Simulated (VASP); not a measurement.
# BP (Fm-3m) in VASP: further runs

BP is run at these levels: LDA; tasks: single point.

Everything below comes from runs of VASP 6.6.1. Logs are shortened: lines on timing, memory, paths and dates and some standing lists are left out, and cuts for length are marked.

## 1. The cell of the first run

It takes space group Fm-3m (No. 225, cubic). Conventional cell: a = 4.600 Å, b = 4.600 Å, c = 4.600 Å, α = 90.00°, β = 90.00°, γ = 90.00°. B (site symmetry m-3m) has 6 P at 2.30 Å within 3.0 Å. P (site symmetry m-3m) has 6 B at 2.30 Å within 3.0 Å.

## 2. Single point, LDA

The input, INCAR:

```
ALGO     = Normal         # electronic algorithm
EDIFF    = 1E-6           # SCF threshold, eV
ENCUT    = 500            # plane-wave cutoff, eV
GGA_COMPAT= False        
ISIF     = 2              # what is computed and relaxed
ISMEAR   = 0              # smearing method
LASPH    = True           # aspherical terms in the spheres
LCHARG   = False          # write CHGCAR
LREAL    = False          # projectors in reciprocal space
LWAVE    = False          # write WAVECAR
NBANDS   = 11             # bands
NELM     = 120            # most SCF steps
PREC     = Accurate       # precision mode
SIGMA    = 0.05           # smearing width, eV
```

The input, KPOINTS:

```
k-points
0
Gamma
  6 6 6
```

The input, POSCAR:

```
BP
1.0
    0.0000000000      2.3000000000      2.3000000000
    2.3000000000      0.0000000000      2.3000000000
    2.3000000000      2.3000000000      0.0000000000
B P
1 1
Direct
    0.0000000000      0.0000000000      0.0000000000
    0.5000000000      0.5000000000      0.5000000000
```

Potentials or basis: VASP PAW LDA potentials, release 64 (B, P).

Command:

```console
cat potpaw_LDA.64/B/POTCAR potpaw_LDA.64/P/POTCAR > POTCAR
mpirun -np 1 vasp_std > vasp.out
```

OUTCAR:

```text
EDIFF = 1E-6
   ENCUT = 500
   ISIF = 2
   ISMEAR = 0
   LASPH = True
   LREAL = False
   NELM = 120
   PREC = Accurate

 ion  position               nearest neighbor table
   1  0.000  0.000  0.000-   2 2.30   2 2.30   2 2.30   2 2.30   2 2.30   2 2.30
   2  0.500  0.500  0.500-   1 2.30   1 2.30   1 2.30   1 2.30   1 2.30   1 2.30

  LATTYP: Found a face centered cubic cell.
 ALAT       =     4.6000000000

  Lattice vectors:

 A1 = (   0.0000000000,   2.3000000000,   2.3000000000)
 A2 = (   2.3000000000,   0.0000000000,   2.3000000000)
 A3 = (   2.3000000000,   2.3000000000,   0.0000000000)

Analysis of symmetry for initial positions (statically):
=====================================================================
 Subroutine PRICEL returns:
 Original cell was already a primitive cell.

 Routine SETGRP: Setting up the symmetry group for a
 face centered cubic supercell.

 Subroutine GETGRP returns: Found 48 space group operations
 (whereof 48 operations were pure point group operations)
 out of a pool of 48 trial point group operations.

The static configuration has the point symmetry O_h .

Analysis of symmetry for dynamics (positions and initial velocities):
=====================================================================
 Subroutine PRICEL returns:
 Original cell was already a primitive cell.

 Routine SETGRP: Setting up the symmetry group for a
 face centered cubic supercell.

 Subroutine GETGRP returns: Found 48 space group operations
 (whereof 48 operations were pure point group operations)
 out of a pool of 48 trial point group operations.

The dynamic configuration has the point symmetry O_h .

 Subroutine INISYM returns: Found 48 space group operations
 (whereof 48 operations are pure point group operations),
 and found     1 'primitive' translations

----------------------------------------------------------------------------------------

                                     Primitive cell

  volume of cell :      24.3340

  direct lattice vectors                    reciprocal lattice vectors
     0.000000000  2.300000000  2.300000000    -0.217391304  0.217391304  0.217391304
     2.300000000  0.000000000  2.300000000     0.217391304 -0.217391304  0.217391304
     2.300000000  2.300000000  0.000000000     0.217391304  0.217391304 -0.217391304

  length of vectors
     3.252691193  3.252691193  3.252691193     0.376532784  0.376532784  0.376532784

  position of ions in fractional coordinates (direct lattice)
     0.000000000  0.000000000  0.000000000
     0.500000000  0.500000000  0.500000000

  ion indices of the primitive-cell ions
   primitive index   ion index
                 1           1
                 2           2

----------------------------------------------------------------------------------------

 KPOINTS: k-points

Automatic generation of k-mesh.
 Grid dimensions read from file:
 generate k-points for:    6    6    6

 Generating k-lattice:

  Cartesian coordinates                     Fractional coordinates (reciprocal lattice)
    -0.036231884  0.036231884  0.036231884     0.166666667  0.000000000  0.000000000
     0.036231884 -0.036231884  0.036231884     0.000000000  0.166666667  0.000000000
     0.036231884  0.036231884 -0.036231884     0.000000000  0.000000000  0.166666667

  Length of vectors
     0.062755464  0.062755464  0.062755464

  Shift w.r.t. Gamma in fractional coordinates (k-lattice)
     0.000000000  0.000000000  0.000000000

 Subroutine IBZKPT returns following result:
 ===========================================

 Found     16 irreducible k-points:

 Following reciprocal coordinates:
            Coordinates               Weight
  0.000000  0.000000  0.000000      1.000000
  0.166667  0.000000  0.000000      8.000000
  0.333333  0.000000  0.000000      8.000000
  0.500000  0.000000  0.000000      4.000000
  0.166667  0.166667  0.000000      6.000000
  0.333333  0.166667  0.000000     24.000000
[... 8 lines left out ...]
 -0.333333  0.333333  0.166667     24.000000
 -0.333333  0.500000  0.166667     12.000000
   k-points           NKPTS =     16   k-points in BZ     NKDIM =     16   number of bands    NBANDS=     11
   number of dos      NEDOS =    301   number of ions     NIONS =      2
   total plane-waves  NPLWV =  13824
   dimension x,y,z NGX =    24 NGY =   24 NGZ =   24
   dimension x,y,z NGXF=    48 NGYF=   48 NGZF=   48
   ions per type =               1   1
   NGX,Y,Z   is equivalent  to a cutoff of  12.27, 12.27, 12.27 a.u.
   NGXF,Y,Z  is equivalent  to a cutoff of  24.53, 24.53, 24.53 a.u.
 SYSTEM =  unknown system
   PREC   = accura    normal or accurate (medium, high low for compatibility)
   ISTART =      0    job   : 0-new  1-cont  2-samecut
   ICHARG =      2    charge: 1-file 2-atom 10-const
   ISPIN  =      1    spin polarized calculation?
   LNONCOLLINEAR =      F non collinear calculations
   LSORBIT =      F    spin-orbit coupling
   LASPH  =      T    aspherical Exc in radial PAW
   ENCUT  =  500.0 eV  36.75 Ry    6.06 a.u.   5.93  5.93  5.93*2*pi/ulx,y,z
   NELM   =    120;   NELMIN=  2; NELMDL= -5     # of ELM steps
   EDIFF  = 0.1E-05   stopping-criterion for ELM
   LREAL  =      F    real-space projection
   EDIFFG = 0.1E-04   stopping-criterion for IOM
   NSW    =      0    number of steps for IOM
   IBRION =     -1    ionic relax: 0-MD 1-quasi-New 2-CG
   NFREE  =      0    steps in history (QN), initial steepest desc. (CG)
   ISIF   =      2    stress and relaxation
   ISYM   =      2    0-nonsym 1-usesym 2-fastsym
   POTIM  = 0.5000    time-step for ionic-motion
   TEBEG  =    0.0;   TEEND  =   0.0 temperature during run
   PSTRESS=    0.0 pullay stress
   NELECT =       8.0000    total number of electrons
   NUPDOWN=      -1.0000    fix difference up-down
   EMIN   =  10.00;   EMAX   =-10.00  energy-range for DOS
   EFERMI =   0.00;   METHOD = LEGACY
   ISMEAR =     0;   SIGMA  =   0.05  broadening in eV -4-tet -1-fermi 0-gaus
   EFERMI_NEDOS =   21; number of points for ismear=-14 and -15
   IALGO  =     38    algorithm
   IMIX   =      4    mixing-type and parameters
     AMIX     =   0.40;   BMIX     =  1.00
     AMIX_MAG =   1.60;   BMIX_MAG =  1.00
  volume/ion in A,a.u.               =      12.17        82.11
  Fermi-wavevector in a.u.,A,eV,Ry     =   1.129883  2.135170 17.369696  1.276637
  Thomas-Fermi vector in A             =   2.266578
   LORBIT       =      0    0 simple, 1 ext, 2 COOP (PROOUT), +10 PAW based schemes
   GGA     = CA    functional components
   LHFCALC =     F    Hartree Fock is set to
   AEXX    =    0.0000 exact exchange contribution
   IVDW    =     0    specifies the selected vdW correction
   LEPSILON=     F    determine dielectric tensor
   LRPA    =     F    only Hartree local field effects (RPA)
 non-spin polarized calculation
 Gauss-broadening in eV      SIGMA  =   0.05
  energy-cutoff  :      500.00
  volume of cell :       24.33
 maximum number of plane-waves:       636
   NGX = 11   NGY = 11   NGZ = 11

 number of electron       7.9999999 magnetization

 Free energy of the ion-electron system (eV)
  ---------------------------------------------------
  ext. energy  EPLUGINS =         0.00000000
  ---------------------------------------------------
  free energy    TOTEN  =       -11.82825670 eV

  energy without entropy =      -11.82403053  energy(sigma->0) =      -11.82614362

 E-fermi :   7.2053     XC(G=0): -11.2249

 val. band max:        7.1667083828   @ k =   0.1667   0.0000   0.0000
 cond. band min:       7.2103101901   @ k =   0.0000   0.0000   0.0000
 fundamental gap:      0.0436018073
 Fermi energy:         7.2052532232

 k-point     1 :       0.0000    0.0000    0.0000
  band No.  band energies     occupation
      1      -7.6618      2.00000
      2       7.2103      0.88626
      3       7.2103      0.88626
      4       7.2103      0.88626
      5      10.9050      0.00000
      6      14.4475      0.00000
      7      14.4475      0.00000
      8      14.4475      0.00000
      9      15.3454      0.00000
     10      15.3454      0.00000
     11      15.3454      0.00000

 k-point     2 :       0.1667    0.0000    0.0000
  band No.  band energies     occupation
      1      -7.1520      2.00000
      2       4.5437      2.00000
      3       7.1667      1.72438
      4       7.1667      1.72438
      5      11.7114      0.00000
      6      12.4028      0.00000
      7      12.4028      0.00000
      8      14.0292      0.00000
      9      15.8692      0.00000
     10      16.4350      0.00000
     11      16.4350      0.00000

 k-point     3 :       0.3333    0.0000    0.0000
  band No.  band energies     occupation
      1      -5.6685      2.00000
      2       0.6794      2.00000
      3       7.3591      0.00001
      4       7.3591      0.00001
      5       9.9150      0.00000
      6       9.9150      0.00000
      7      11.4479      0.00000
      8      13.3010      0.00000
      9      18.3876      0.00000
     10      19.2716      0.00000
     11      19.2716      0.00000

 k-point     4 :       0.5000    0.0000    0.0000
  band No.  band energies     occupation
      1      -3.9853      2.00000
      2      -1.8760      2.00000
      3       8.2081      0.00000
      4       8.2081      0.00000
      5       8.2228      0.00000
      6       8.2228      0.00000
      7      11.2339      0.00000
      8      12.9735      0.00000
      9      20.5255      0.00000
     10      21.9263      0.00000
     11      21.9263      0.00000
[... 127 lines left out ...]
 k-point    14 :       0.5000    0.3333    0.1667
  band No.  band energies     occupation
      1      -4.3774      2.00000
      2       1.2353      2.00000
      3       2.9075      2.00000
      4       4.3895      2.00000
      5       8.4838      0.00000
      6      11.9585      0.00000
      7      14.2889      0.00000
      8      16.0341      0.00000
      9      16.6706      0.00000
     10      21.2854      0.00000
     11      21.9086      0.00000

 k-point    15 :      -0.3333    0.3333    0.1667
  band No.  band energies     occupation
      1      -2.8186      2.00000
      2      -0.6071      2.00000
      3       2.6304      2.00000
      4       3.1575      2.00000
      5       9.8977      0.00000
      6      10.5118      0.00000
      7      16.6478      0.00000
      8      16.6532      0.00000
      9      17.3559      0.00000
     10      17.5934      0.00000
     11      23.5872      0.00000

 k-point    16 :      -0.3333    0.5000    0.1667
  band No.  band energies     occupation
      1      -2.2734      2.00000
      2       0.4934      2.00000
      3       1.1716      2.00000
      4       2.2768      2.00000
      5       8.1114      0.00000
      6      13.2154      0.00000
      7      13.6217      0.00000
      8      17.5028      0.00000
      9      18.4839      0.00000
     10      19.6040      0.00000
     11      25.3167      0.00000

------------------------ aborting loop because EDIFF is reached ----------------------------------------

  FORCE on cell =-STRESS in cart. coord.  units (eV):
  Direction    XX          YY          ZZ          XY          YZ          ZX
  --------------------------------------------------------------------------------------
  -------------------------------------------------------------------------------------
  Total       -3.8758340     -3.8758340     -3.8758340     -0.0000000      0.0000000     -0.0000000
  in kB     -255.1891772   -255.1891772   -255.1891772     -0.0000000      0.0000000     -0.0000000
  external PRESSURE =    -255.1891772 kB  Pullay stress =       0.0000000 kB

 VOLUME and BASIS-vectors are now :
 -----------------------------------------------------------------------------
  energy-cutoff  :      500.00
  volume of cell :       24.33
      direct lattice vectors                 reciprocal lattice vectors
     0.000000000  2.300000000  2.300000000    -0.217391304  0.217391304  0.217391304
     2.300000000  0.000000000  2.300000000     0.217391304 -0.217391304  0.217391304
     2.300000000  2.300000000  0.000000000     0.217391304  0.217391304 -0.217391304

 POSITION                                       TOTAL-FORCE (eV/Angst)
 -----------------------------------------------------------------------------------
      0.00000      0.00000      0.00000         0.000000     -0.000000     -0.000000
      2.30000      2.30000      2.30000        -0.000000      0.000000      0.000000
 -----------------------------------------------------------------------------------
    total drift:                                0.000000     -0.000000     -0.000000

  FREE ENERGIE OF THE ION-ELECTRON SYSTEM (eV)
  ---------------------------------------------------
  free  energy   TOTEN  =       -11.8282567045 eV

  energy  without entropy=      -11.8240305332  energy(sigma->0) =      -11.82614362
```

Run time: 2.7 s. Hardware: 1 thread of Intel Xeon Platinum 8175M at 2.50GHz (Skylake/Cascade Lake), shared host; peak memory 0.12 GiB.

What came out:

```yaml
Free_energy: -11.8283 eV
Pressure: -25.5 GPa
Band_gap_on_the_k_mesh: zero (band 4 reaches 8.56 eV, above the bottom of band 5 at 4.11 eV)
```

Levels at points of the mesh, in eV from the Fermi level:
| k point | band 2 | band 3 | band 4 | band 5 | band 6 | band 7 |
| --- | --- | --- | --- | --- | --- | --- |
| (0.00, 0.00, 0.00) | 0.01 | 0.01 | 0.01 | 3.70 | 7.24 | 7.24 |
| (0.50, 0.00, 0.00) | -9.08 | 1.00 | 1.00 | 1.02 | 1.02 | 4.03 |
| (0.50, 0.50, 0.00) | -7.36 | -3.43 | -3.43 | -3.09 | 3.49 | 9.87 |

Caveat: the k points lie up to 0.39 Å⁻¹ apart.

## 3. Single point, LDA

This run uses another cell than the first one, of 9.73 Å³/atom, 0.800 times its volume.

The input, INCAR:

```
  ALGO = Normal
  EDIFF = 1E-6
  ENCUT = 500
  GGA_COMPAT = False
  ISIF = 2
  ISMEAR = 0
  LASPH = True
  LCHARG = False
  LREAL = False
  LWAVE = False
  NBANDS = 11
  NELM = 120
  PREC = Accurate
  SIGMA = 0.05
```

The input, KPOINTS:

```
k-points
0
Gamma
  8 8 8
```

The input, POSCAR:

```
BP
1.0
    0.0000000000      2.1351308635      2.1351308635
    2.1351308635      0.0000000000      2.1351308635
    2.1351308635      2.1351308635      0.0000000000
B P
1 1
Direct
    0.0000000000      0.0000000000      0.0000000000
    0.5000000000      0.5000000000      0.5000000000
```

Potentials or basis: VASP PAW LDA potentials, release 64 (B, P).

Command:

```console
cat potpaw_LDA.64/B/POTCAR potpaw_LDA.64/P/POTCAR > POTCAR
mpirun -np 1 vasp_std > vasp.out
```

Run time: 3.9 s. Hardware: 1 thread of Intel Xeon Platinum 8175M at 2.50GHz (Skylake/Cascade Lake), shared host; peak memory 0.12 GiB.

It converged, with:

| Property | Result |
| --- | --- |
| Free energy | -12.3334 eV |
| Pressure | -2.1 GPa |
| Band gap on the k mesh | zero (band 4 reaches 11.46 eV, above the bottom of band 5 at 7.58 eV) |

Levels at points of the mesh, in eV from the Fermi level:
```tsv
k point	band 2	band 3	band 4	band 5	band 6	band 7
(0.00, 0.00, 0.00)	0.07	0.07	0.07	7.20	8.01	8.01
(0.50, 0.00, 0.00)	-10.72	0.64	0.64	1.28	1.28	5.31
(0.50, 0.50, 0.00)	-9.23	-4.31	-4.31	-2.55	2.53	12.32
```

## 4. Single point, LDA

This run uses another cell than the first one, of 9.61 Å³/atom, 0.790 times its volume.

The input, INCAR:

```
  ALGO = Normal
  EDIFF = 1E-6
  ENCUT = 500
  GGA_COMPAT = F
  ISIF = 2
  ISMEAR = 0
  LASPH = T
  LCHARG = T
  LELF = T
  LREAL = F
  LVHAR = T
  LWAVE = F
  NBANDS = 11
  NELM = 120
  PREC = Accurate
  SIGMA = 0.05
```

KPOINTS is that of step 3.

The input, POSCAR:

```
BP
1.0
    0.0000000000      2.1264227591      2.1264227591
    2.1264227591      0.0000000000      2.1264227591
    2.1264227591      2.1264227591      0.0000000000
B P
1 1
Direct
    0.0000000000      0.0000000000      0.0000000000
    0.5000000000      0.5000000000      0.5000000000
```

Command:

```console
cat potpaw_LDA.64/B/POTCAR potpaw_LDA.64/P/POTCAR > POTCAR
mpirun -np 1 vasp_std > vasp.out
```

Wall time 4.7 s (1 thread of Intel Xeon Platinum 8175M at 2.50GHz (Skylake/Cascade Lake), shared host); peak memory 0.12 GiB.

It converged, with:

| Item | Value |
| --- | --- |
| Free energy | -12.3349 eV |
| Pressure | 0.0 GPa |
| Band gap on the k mesh | zero (band 4 reaches 11.62 eV, above the bottom of band 5 at 7.79 eV) |

Levels at points of the mesh, in eV from the Fermi level:
| k point | band 1 | band 2 | band 3 | band 4 | band 5 | band 6 | band 7 | band 8 |
| --- | --- | --- | --- | --- | --- | --- | --- | --- |
| (0.00, 0.00, 0.00) | -17.28 | 0.06 | 0.06 | 0.06 | 7.41 | 7.99 | 7.99 | 7.99 |
| (0.50, 0.00, 0.00) | -12.67 | -10.83 | 0.60 | 0.60 | 1.29 | 1.29 | 5.37 | 7.53 |
| (0.50, 0.50, 0.00) | -10.63 | -9.36 | -4.37 | -4.37 | -2.53 | 2.46 | 12.46 | 12.46 |

(Part 1 of 2 ends here.)
